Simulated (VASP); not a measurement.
# Re in VASP: further runs, part 2 of 3

VASP 6.6.1.

## (4) Single point, PBE

This run uses another cell than the first one, of 14.66 Å³/atom.

Contents of INCAR:

```
SYSTEM = Re
  ALGO = Normal
  EDIFF = 1E-7
  ENCUT = 520
  GGA = PE
  ISIF = 2
  ISMEAR = -1
  LASPH = .TRUE.
  LCHARG = .TRUE.
  LELF = .TRUE.
  LREAL = .FALSE.
  LVHAR = .TRUE.
  LWAVE = .FALSE.
  NBANDS = 22
  NELM = 80
  PREC = Accurate
  SIGMA = 0.05
```

Contents of KPOINTS:

```
k-points
0
G
  8 8 3
  0 0 0
```

Contents of POSCAR:

```
Re
1.0
    2.7387235200      0.0000000000      0.0000000000
   -1.3693617599      2.3957617598      0.0000000000
    0.0000000000      0.0000000000      8.9388451600
Re
4
Direct
    0.6666666667      0.3333333333      0.7500000000
    0.0000000000      0.0000000000      0.5000000000
    0.3333333333      0.6666666667      0.2500000000
    0.0000000000      0.0000000000      0.0000000000
```

Potentials or basis: VASP PAW PBE potentials, release 64 (Re).

The run is started by

```
> cat potpaw_PBE.64/Re/POTCAR > POTCAR
> mpirun -np 1 vasp_std > vasp.out
```

OUTCAR:

```text
SYSTEM = Re
   EDIFF = 1E-7
   ENCUT = 520
   GGA = PE
   ISIF = 2
   ISMEAR = -1
   LASPH = .TRUE.
   LREAL = .FALSE.
   NELM = 80
   PREC = Accurate

 ion  position               nearest neighbor table
   1  0.667  0.333  0.750-   2 2.74   4 2.74   2 2.74   4 2.74   2 2.75   4 2.75
   2  0.000  0.000  0.500-   1 2.74   3 2.74   1 2.74   3 2.74   1 2.75   3 2.75
   3  0.333  0.667  0.250-   2 2.74   4 2.74   2 2.74   4 2.74   2 2.75   4 2.75
   4  0.000  0.000  0.000-   1 2.74   3 2.74   1 2.74   3 2.74   1 2.75   3 2.75

  LATTYP: Found a base centered orthorhombic cell.
 ALAT       =     2.7387235200
 B/A-ratio  =     1.7495462702
 C/A-ratio  =     3.2638727841

  Lattice vectors:

 A1 = (   1.3693617599,  -2.3957617598,   0.0000000000)
 A2 = (   1.3693617601,   2.3957617598,   0.0000000000)
 A3 = (   0.0000000000,   0.0000000000,   8.9388451600)

Analysis of symmetry for initial positions (statically):
=====================================================================
 Subroutine PRICEL returns:
 Original cell was already a primitive cell.

 Routine SETGRP: Setting up the symmetry group for a
 base centered orthorhombic supercell.

 Subroutine GETGRP returns: Found  8 space group operations
 (whereof  4 operations were pure point group operations)
 out of a pool of  8 trial point group operations.

The static configuration has the point symmetry C_2h.
 The point group associated with its full space group is D_2h.

Analysis of symmetry for dynamics (positions and initial velocities):
=====================================================================
 Subroutine PRICEL returns:
 Original cell was already a primitive cell.

 Routine SETGRP: Setting up the symmetry group for a
 base centered orthorhombic supercell.

 Subroutine GETGRP returns: Found  8 space group operations
 (whereof  4 operations were pure point group operations)
 out of a pool of  8 trial point group operations.

The dynamic configuration has the point symmetry C_2h.
 The point group associated with its full space group is D_2h.

 Subroutine INISYM returns: Found  8 space group operations
 (whereof  4 operations are pure point group operations),
 and found     1 'primitive' translations

----------------------------------------------------------------------------------------

                                     Primitive cell

  volume of cell :      58.6507

  direct lattice vectors                    reciprocal lattice vectors
     2.738723520  0.000000000  0.000000000     0.365133608  0.208701887  0.000000000
    -1.369361760  2.395761760  0.000000000     0.000000000  0.417403774  0.000000000
     0.000000000  0.000000000  8.938845160     0.000000000  0.000000000  0.111871274

  length of vectors
     2.738723520  2.759497425  8.938845160     0.420569886  0.417403774  0.111871274

  position of ions in fractional coordinates (direct lattice)
     0.666666667  0.333333333  0.750000000
     0.000000000  0.000000000  0.500000000
     0.333333333  0.666666667  0.250000000
     0.000000000  0.000000000  0.000000000

  ion indices of the primitive-cell ions
   primitive index   ion index
                 1           1
                 2           2
                 3           3
                 4           4
[... 21 lines left out ...]

 Subroutine IBZKPT returns following result:
 ===========================================

 Found     42 irreducible k-points:

 Following reciprocal coordinates:
            Coordinates               Weight
  0.000000  0.000000  0.000000      1.000000
  0.125000  0.000000  0.000000      4.000000
  0.250000  0.000000  0.000000      4.000000
  0.375000  0.000000  0.000000      4.000000
  0.500000  0.000000  0.000000      2.000000
  0.000000  0.125000  0.000000      2.000000
[... 16 lines left out ...]
  0.125000  0.000000  0.333333      8.000000
  0.250000  0.000000  0.333333      8.000000
 [... further k-points ...]
   k-points           NKPTS =     42   k-points in BZ     NKDIM =     42   number of bands    NBANDS=     22
   number of dos      NEDOS =    301   number of ions     NIONS =      4
   total plane-waves  NPLWV =  33600
   dimension x,y,z NGX =    20 NGY =   24 NGZ =   70
   dimension x,y,z NGXF=    40 NGYF=   48 NGZF=  140
   ions per type =               4
   NGX,Y,Z   is equivalent  to a cutoff of  12.14, 14.46, 13.02 a.u.
   NGXF,Y,Z  is equivalent  to a cutoff of  24.28, 28.92, 26.04 a.u.
 SYSTEM =  Re
   PREC   = accura    normal or accurate (medium, high low for compatibility)
   ISTART =      0    job   : 0-new  1-cont  2-samecut
   ICHARG =      2    charge: 1-file 2-atom 10-const
   ISPIN  =      1    spin polarized calculation?
   LNONCOLLINEAR =      F non collinear calculations
   LSORBIT =      F    spin-orbit coupling
   LASPH  =      T    aspherical Exc in radial PAW
   ENCUT  =  520.0 eV  38.22 Ry    6.18 a.u.   5.09  5.13 16.62*2*pi/ulx,y,z
   NELM   =     80;   NELMIN=  2; NELMDL= -5     # of ELM steps
   EDIFF  = 0.1E-06   stopping-criterion for ELM
   LREAL  =      F    real-space projection
   EDIFFG = 0.1E-05   stopping-criterion for IOM
   NSW    =      0    number of steps for IOM
   IBRION =     -1    ionic relax: 0-MD 1-quasi-New 2-CG
   NFREE  =      0    steps in history (QN), initial steepest desc. (CG)
   ISIF   =      2    stress and relaxation
   ISYM   =      2    0-nonsym 1-usesym 2-fastsym
   POTIM  = 0.5000    time-step for ionic-motion
   TEBEG  =    0.0;   TEEND  =   0.0 temperature during run
   PSTRESS=    0.0 pullay stress
   NELECT =      28.0000    total number of electrons
   NUPDOWN=      -1.0000    fix difference up-down
   EMIN   =  10.00;   EMAX   =-10.00  energy-range for DOS
   EFERMI =   0.00;   METHOD = LEGACY
   ISMEAR =    -1;   SIGMA  =   0.05  broadening in eV -4-tet -1-fermi 0-gaus
   EFERMI_NEDOS =   21; number of points for ismear=-14 and -15
   IALGO  =     38    algorithm
   IMIX   =      4    mixing-type and parameters
     AMIX     =   0.40;   BMIX     =  1.00
     AMIX_MAG =   1.60;   BMIX_MAG =  1.00
  volume/ion in A,a.u.               =      14.66        98.95
  Fermi-wavevector in a.u.,A,eV,Ry     =   1.279489  2.417883 22.273977  1.637091
  Thomas-Fermi vector in A             =   2.411971
   LORBIT       =      0    0 simple, 1 ext, 2 COOP (PROOUT), +10 PAW based schemes
   GGA     = PE    functional components
   LHFCALC =     F    Hartree Fock is set to
   AEXX    =    0.0000 exact exchange contribution
   IVDW    =     0    specifies the selected vdW correction
   LEPSILON=     F    determine dielectric tensor
   LRPA    =     F    only Hartree local field effects (RPA)
 non-spin polarized calculation
  energy-cutoff  :      520.00
  volume of cell :       58.65
 maximum number of plane-waves:      1593
   NGX = 11   NGY = 11   NGZ = 33

 number of electron      27.9999999 magnetization

 Free energy of the ion-electron system (eV)
  ---------------------------------------------------
  ext. energy  EPLUGINS =         0.00000000
  ---------------------------------------------------
  free energy    TOTEN  =       -49.65709103 eV

  energy without entropy =      -49.63063633  energy(sigma->0) =      -49.64386368

 E-fermi :   8.0599     XC(G=0): -13.7512

 val. band max:        8.0584564062   @ k =   0.0000   0.2500   0.0000
 cond. band min:       8.0799020553   @ k =   0.1250   0.0000   0.0000
 fundamental gap:      0.0214456491
 Fermi energy:         8.0599353415

 k-point     1 :       0.0000    0.0000    0.0000
  band No.  band energies     occupation
      1      -1.9612      2.00000
      2       0.3254      2.00000
      3       0.4230      2.00000
      4       1.2842      2.00000
      5       5.4422      2.00000
      6       5.5254      2.00000
[... 589 lines left out ...]
     21      11.0791      0.00000
     22      11.8228      0.00000

 [... further k-points ...]

------------------------ aborting loop because EDIFF is reached ----------------------------------------

  FORCE on cell =-STRESS in cart. coord.  units (eV):
  Direction    XX          YY          ZZ          XY          YZ          ZX
  --------------------------------------------------------------------------------------
  -------------------------------------------------------------------------------------
  Total        3.8451016      2.3534007      1.6958335      0.0000000     -0.0000000      0.0000000
  in kB      105.0376901     64.2884892     46.3255474      0.0000000     -0.0000000      0.0000000
  external PRESSURE =      71.8839089 kB  Pullay stress =       0.0000000 kB

 VOLUME and BASIS-vectors are now :
 -----------------------------------------------------------------------------
  energy-cutoff  :      520.00
  volume of cell :       58.65
      direct lattice vectors                 reciprocal lattice vectors
     2.738723520  0.000000000  0.000000000     0.365133608  0.208701887  0.000000000
    -1.369361760  2.395761760  0.000000000     0.000000000  0.417403774  0.000000000
     0.000000000  0.000000000  8.938845160     0.000000000  0.000000000  0.111871274

 POSITION                                       TOTAL-FORCE (eV/Angst)
 -----------------------------------------------------------------------------------
      1.36936      0.79859      6.70413         0.000000      0.054355      0.000000
      0.00000      0.00000      4.46942         0.000000      0.000000     -0.000000
     -0.00000      1.59717      2.23471        -0.000000     -0.054355      0.000000
      0.00000      0.00000      0.00000        -0.000000      0.000000     -0.000000
 -----------------------------------------------------------------------------------
    total drift:                                0.000000      0.000000      0.000000

  FREE ENERGIE OF THE ION-ELECTRON SYSTEM (eV)
  ---------------------------------------------------
  free  energy   TOTEN  =       -49.6570910343 eV

  energy  without entropy=      -49.6306363293  energy(sigma->0) =      -49.64386368
```

OSZICAR:

```text
N       E                     dE             d eps       ncg     rms          rms(c)
DAV:   1     0.172684088357E+03    0.17268E+03   -0.12448E+04  3424   0.159E+03
DAV:   2    -0.257168042148E+02   -0.19840E+03   -0.17823E+03  3556   0.668E+02
DAV:   3    -0.499028128281E+02   -0.24186E+02   -0.20600E+02  3472   0.347E+02
DAV:   4    -0.522750444590E+02   -0.23722E+01   -0.20999E+01  3106   0.764E+01
DAV:   5    -0.524490447287E+02   -0.17400E+00   -0.16206E+00  3224   0.155E+01    0.609E+01
DAV:   6    -0.503902434629E+02    0.20588E+01   -0.20115E+00  3016   0.320E+01    0.250E+01
DAV:   7    -0.496778160003E+02    0.71243E+00   -0.16157E+00  3086   0.262E+01    0.819E-01
DAV:   8    -0.496586812466E+02    0.19135E-01   -0.87353E-02  3448   0.263E+00    0.369E-01
DAV:   9    -0.496571459365E+02    0.15353E-02   -0.82404E-03  3436   0.140E+00    0.254E-01
DAV:  10    -0.496570915306E+02    0.54406E-04   -0.97394E-04  3454   0.558E-01    0.106E-01
DAV:  11    -0.496570833174E+02    0.82133E-05   -0.17349E-04  3516   0.201E-01    0.393E-02
DAV:  12    -0.496570911404E+02   -0.78230E-05   -0.14831E-05  3124   0.524E-02    0.161E-02
DAV:  13    -0.496570916566E+02   -0.51616E-06   -0.15472E-06  2468   0.204E-02    0.958E-03
DAV:  14    -0.496570912471E+02    0.40941E-06   -0.29165E-07  2062   0.121E-02    0.593E-03
DAV:  15    -0.496570913843E+02   -0.13712E-06   -0.11466E-07  1794   0.145E-02    0.120E-02
DAV:  16    -0.496570910772E+02    0.30702E-06   -0.82073E-08  1700   0.104E-02    0.196E-03
DAV:  17    -0.496570910343E+02    0.42963E-07   -0.79498E-08  1704   0.511E-03
   1 F= -.49657091E+02 E0= -.49643864E+02  d E =-.264547E-01
```

Wall time 74 s (1 thread of Intel Xeon Platinum 8259CL at 2.50GHz (Skylake/Cascade Lake), shared host); peak memory 0.19 GiB.

Results:

| Item | Value |
| --- | --- |
| Free energy | -49.6571 eV |
| Pressure | 7.2 GPa |
| Largest force | 0.054 eV/Å |
| Band gap on the k mesh | zero (bands 14 and 15 overlap by 2.44 eV) |

Forces on the atoms (eV/Å):
```
Re   0.000  0.054  0.000
Re   0.000  0.000  0.000
Re   0.000 -0.054  0.000
Re   0.000  0.000  0.000
```

Levels at points of the mesh, in eV from the Fermi level:
```csv
k point,band 12,band 13,band 14,band 15,band 16,band 17
"(0.00, 0.00, 0.00)",-1.38,-1.28,-1.16,-1.07,0.43,0.58
"(0.50, 0.00, 0.00)",0.25,0.27,1.17,2.12,3.89,3.93
"(0.00, 0.50, 0.00)",0.36,0.39,1.07,2.02,3.89,3.90
```

Caveat: the cell stands under pressure; spin-orbit coupling is left out, which moves the levels of the heavy elements.

## (5) Relaxation of cell and atoms, r2SCAN

POSCAR: that of step 4 with these lines changed.

```diff
@@ -2,4 +2,4 @@
 1.0
-    2.7387235200      0.0000000000      0.0000000000
-   -1.3693617599      2.3957617598      0.0000000000
+    2.7663873939      0.0000000000      0.0000000000
+   -1.3831936969      2.3957617598      0.0000000000
     0.0000000000      0.0000000000      8.9388451600
```

Contents of INCAR.step1:

```
PREC = Accurate
ENCUT = 600
ISMEAR = -1
SIGMA = 0.05
LREAL = False
LASPH = True
NELM = 100
GGA = PE
ALGO = Normal
EDIFF = 1E-4
LWAVE = True
LCHARG = False
```

Contents of INCAR.step2:

```
PREC = Accurate
ENCUT = 600
EDIFF = 1E-6
ISMEAR = -1
SIGMA = 0.05
LREAL = False
LASPH = True
NELM = 100
ALGO = Normal
ISIF = 3
LWAVE = False
LCHARG = False
METAGGA = R2SCAN
LMIXTAU = True
IBRION = 2
NSW = 60
EDIFFG = -0.01
ISTART = 1
```

Contents of KPOINTS:

```
Automatic mesh
0
Gamma
  8 8 3
```

The run is started by

```
> cat potpaw_PBE.64/Re/POTCAR > POTCAR
> cp INCAR.step1 INCAR
> mpirun -np 1 vasp_std > vasp.out
> cp INCAR.step2 INCAR
> mpirun -np 1 vasp_std > vasp.out
```

Run time: 4.3 min. Hardware: 1 thread of Intel Xeon Platinum 8259CL at 2.50GHz (Skylake/Cascade Lake), shared host; peak memory 0.22 GiB.

Results (log left out):

```yaml
Free_energy: -209.8024 eV
Relaxed_volume: 14.71 Å³/atom
Relaxed_cell: a = 2.760 Å, b = 2.760 Å, c = 8.918 Å, α = 90.00°, β = 90.00°, γ = 120.00°
Space_group_after_relaxing_to_0.1_Å: P6_3/mmc (No. 194)
Energy_gained_by_relaxing: 0.8 meV/atom
Ionic_steps: 3
Pressure_after_relaxing: 0.0 GPa
Band_gap_on_the_k_mesh: zero (bands 14 and 15 overlap by 2.51 eV)
```

Stress tensor (GPa, compression positive):
```
 0.03  0.00  0.00
 0.00  0.03  0.00
 0.00  0.00 -0.10
```

The path:
| step | energy change (eV) | largest force (eV/Å) | pressure (GPa) | volume (Å³) |
| --- | --- | --- | --- | --- |
| 1 | 0.0000 | 0.0000 | -2.63 | 59.24 |
| 2 | 0.0572 | 0.0000 | 12.04 | 57.18 |
| 3 | -0.0034 | 0.0000 | -0.01 | 58.85 |

Final structure:
```yaml
crystal:
  lattice:
    - [2.76033, 0.00000, 0.00000]
    - [-1.38017, 2.39052, 0.00000]
    - [0.00000, 0.00000, 8.91787]
  atoms:
    - { symbol: Re, position: [0.66667, 0.33333, 0.75000] }
    - { symbol: Re, position: [0.00000, 0.00000, 0.50000] }
    - { symbol: Re, position: [0.33333, 0.66667, 0.25000] }
    - { symbol: Re, position: [0.00000, 0.00000, 0.00000] }
```

Levels at points of the mesh, in eV from the Fermi level:
```
           k point  band 10  band 11  band 12  band 13  band 14  band 15  band 16  band 17  band 18
(0.00, 0.00, 0.00)    -2.02    -1.74    -1.30    -1.30    -1.21    -1.21     0.41     0.68     0.68
(0.50, 0.00, 0.00)    -2.12    -0.90     0.30     0.35     1.09     2.10     4.02     4.07     4.20
```

Caveat: the PAW data sets were made with another functional, which shifts forces and pressure a little; spin-orbit coupling is left out, which moves the levels of the heavy elements.

(Part 2 of 3 ends here.)
